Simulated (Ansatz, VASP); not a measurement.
**CdSb2O4 in VASP and in Ansatz**

```
CELL_PARAMETERS angstrom
0.00000 -3.41458 0.00000
-5.59747 1.70729 0.00502
2.68967 0.00000 -6.27283
ATOMIC_POSITIONS crystal
Cd 0.00000 0.00000 0.50000
Sb 0.21669 0.43338 0.23579
Sb 0.78331 0.56662 0.76421
O 0.18788 0.37577 0.81812
O 0.63757 0.27514 0.47225
O 0.81212 0.62423 0.18188
O 0.36243 0.72486 0.52775
```

Alike in both runs: task single point; functional PBE; k mesh 4 × 4 × 2; occupations gaussian, width 0.1 eV; no spin polarisation.

```csv
,VASP,Ansatz
version,VASP 6.6.1,Ansatz 0.2.0
potentials or method,"VASP PAW PBE potentials, release 64 (Cd, Sb, O), cutoff 520 eV","scalar-relativistic, plane waves, PAW"
valence electrons in the cell,46,74
```

Ansatz gave:

* gap on the k mesh at the Fermi level (eV): 2.11
* least direct gap on the mesh (eV): 2.11
* pressure (GPa): 0.0
* traceless stress, the component that is largest in VASP (GPa): -0.08
* rms of the force components (eV/Å): 0.006

What did VASP give for the same quantities?

gap on the k mesh at the Fermi level (eV): 2.07; least direct gap on the mesh (eV): 2.07; pressure (GPa): 0.0; traceless stress, the component that is largest in VASP (GPa): 0.19; rms of the force components (eV/Å): 0.022.

Atom by atom the forces differ by 0.025 eV/Å (rms over components). VASP's potentials hold 46 valence electrons a cell and Ansatz's 74, so a difference there can come from the potentials and not from the codes.

The k mesh is coarse, so the values compare programs but aren't converged. Spin-orbit coupling is off throughout.
